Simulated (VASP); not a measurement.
PC2:

```
CELL_PARAMETERS angstrom
2.15000 -4.20000 0.00000
2.15000 4.20000 0.00000
-0.44449 0.00000 5.08059
ATOMIC_POSITIONS crystal
P 0.86000 0.86000 0.81400
P 0.14000 0.14000 0.18600
C 0.48900 0.84100 0.97000
C 0.51100 0.15900 0.03000
C 0.15900 0.51100 0.03000
C 0.84100 0.48900 0.97000
```

```yaml
Program: VASP 6.6.1
Task: relaxation of cell and atoms
Functional: PBE
Potentials_or_basis: VASP PAW PBE potentials, release 64 (P, C)
Cutoff: 600 eV
k_mesh: 4 × 4 × 3
Occupations: gaussian, width 0.2 eV
Spin: no spin polarisation
```

At the start: pressure -6.6 GPa; volume 15.29 Å³/atom.

**Question.** How do energy, volume and symmetry change on relaxing?

**Answer.** Over 18 steps the energy falls by 217.9 meV/atom and the volume is 15.62 Å³/atom (+2.1 %); space group C2/m (No. 12, to 0.05 Å).

Step by step:
| step | energy change (eV) | largest force (eV/Å) | pressure (GPa) | volume (Å³) |
| --- | --- | --- | --- | --- |
| 1 | 0.0000 | 2.2623 | -6.60 | 91.76 |
| 2 | 0.3010 | 7.4384 | 24.95 | 83.29 |
| 3 | -0.6942 | 1.4435 | 4.98 | 87.77 |
| 4 | -1.0627 | 1.6047 | 0.56 | 90.82 |
| 5 | -1.0734 | 1.3244 | 1.02 | 90.42 |
| 6 | -1.0967 | 1.2809 | -0.57 | 93.35 |
| 7 | -1.1740 | 0.4722 | -0.04 | 91.98 |
| 8 | -1.2537 | 0.5306 | 0.74 | 92.70 |
| 9 | -1.2552 | 0.6470 | 0.88 | 92.82 |
| 10 | -1.2804 | 0.3708 | -1.37 | 94.17 |
| 11 | -1.2844 | 0.2758 | -0.80 | 93.79 |
| 12 | -1.2969 | 0.3271 | -0.03 | 93.45 |
| 13 | -1.2970 | 0.3018 | -0.08 | 93.47 |
| 14 | -1.3031 | 0.1108 | 0.71 | 93.21 |
| 15 | -1.3033 | 0.0893 | 0.58 | 93.25 |
| 16 | -1.3054 | 0.1283 | -0.32 | 93.74 |
| 17 | -1.3054 | 0.1264 | -0.29 | 93.72 |
| 18 | -1.3072 | 0.0409 | -0.29 | 93.73 |

Final structure:
```
P C
1.0
     2.32524   -4.09768    0.06195
     2.32524    4.09768    0.06195
    -0.32775    0.00000    4.90978
P C
2 4
Direct
  0.81998 0.81998 0.85247
  0.18002 0.18002 0.14753
  0.46963 0.83618 0.98469
  0.53037 0.16382 0.01531
  0.16382 0.53037 0.01531
  0.83618 0.46963 0.98469
```

Caveat: the k points lie up to 0.43 Å⁻¹ apart in the final cell; this functional lacks dispersion, which binds the layers, so the pressure and a relaxed spacing across them are unreliable; the relaxation stopped at a loose force limit of 0.08 eV/Å, so its end isn't a converged minimum.
